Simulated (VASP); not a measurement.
Input of a VASP 6.6.1 run:

The input INCAR:

```
  PREC = Accurate
  ENCUT = 520
  EDIFF = 1E-6
  ISMEAR = -1
  SIGMA = 0.05
  LREAL = False
  LASPH = True
  NELM = 150
  ALGO = Normal
  ISIF = 2
  LWAVE = False
  LCHARG = False
  ISPIN = 2
  MAGMOM = 0.4
  LORBIT = 11
  NUPDOWN = 0.4
  LMAXMIX = 4
  GGA = PE
  NBANDS = 16
```

The input KPOINTS:

```
Automatic mesh
0
Gamma
  16 16 16
```

POSCAR

```
Nb
1.0
   -1.6639500000      1.6639500000      1.6639500000
    1.6639500000     -1.6639500000      1.6639500000
    1.6639500000      1.6639500000     -1.6639500000
Nb
1
Direct
    0.0000000000      0.0000000000      0.0000000000
```

Potentials or basis: VASP PAW PBE potentials, release 64 (Nb_sv).

Run with:

```bash
$ cat potpaw_PBE.64/Nb_sv/POTCAR > POTCAR
$ mpirun -np 1 vasp_std > vasp.out
```

(1) Estimate the pressure.

Results:

(1) -2.3 GPa.

Caveat: the total moment is fixed, so each spin has its own Fermi level.
